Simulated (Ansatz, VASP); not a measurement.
## Cu: VASP beside Ansatz

File INCAR:

```
PREC = Accurate
ENCUT = 520
EDIFF = 1E-6
ISMEAR = 1
SIGMA = 0.1
LREAL = F
LASPH = T
NELM = 60
ALGO = Normal
ISIF = 2
LWAVE = F
LCHARG = T
GGA = CA
LELF = T
LVHAR = T
NBANDS = 30
```

The input KPOINTS:

```
Automatic mesh
0
Gamma
  10 10 3
```

The input POSCAR:

```
Cu
1.0
    2.5307640300      0.0000000000      0.0000000000
   -1.2653820100      2.1917059400      0.0000000000
    0.0000000000      0.0000000000      8.2618150800
Cu
4
Direct
    0.0000000000      0.0000000000      0.0000000000
    0.3333333296      0.6666666697      0.2500000000
    0.0000000000      0.0000000000      0.5000000000
    0.6666666704      0.3333333303      0.7500000000
```

Input for Ansatz:

```yaml
crystal:
  lattice:
    - [2.53076403, 0.0, 0.0]
    - [-1.26538201, 2.19170594, 0.0]
    - [0.0, 0.0, 8.26181508]
  atoms:
    - { symbol: Cu, position: [0.0, 0.0, 0.0] }
    - { symbol: Cu, position: [0.3333333295857175, 0.6666666697084374, 0.25] }
    - { symbol: Cu, position: [0.0, 0.0, 0.5] }
    - { symbol: Cu, position: [0.6666666704142826, 0.33333333029156276, 0.75] }
basis:
  ecutwfc: 600.0
kpoints:
  mp_grid:
    grid: [10, 10, 3]
hamiltonian:
  xc: lda
scf:
  lower_state_search: light
  mixing:
    algorithm: broyden
    beta: 0.6
    ndim: 4
  occupations:
    method: cold
output:
  forces: true
  stress: true
```

Alike in both runs: task single point; functional LDA; k mesh 10 × 10 × 3; no spin polarisation.

```csv
,VASP,Ansatz
version,VASP 6.6.1,Ansatz 0.2.0
potentials or method,"VASP PAW LDA potentials, release 64 (Cu), cutoff 520 eV","plane waves, PAW"
occupations,"methfessel-paxton of order 1, width 0.1 eV",cold
valence electrons in the cell,44,76
```

Ansatz gave:

```
pressure (GPa)                                                : -8.2
traceless stress, the component that is largest in VASP (GPa) : -0.73
```

Task: Estimate VASP's values.

Result: Pressure (GPa): -7.4; traceless stress, the component that is largest in VASP (GPa): -0.67.

LDA's correlation is that of Perdew and Zunger in VASP and of Perdew and Wang (1992) in Ansatz. VASP's potentials hold 44 valence electrons a cell and Ansatz's 76, so a difference there can come from the potentials and not from the codes.
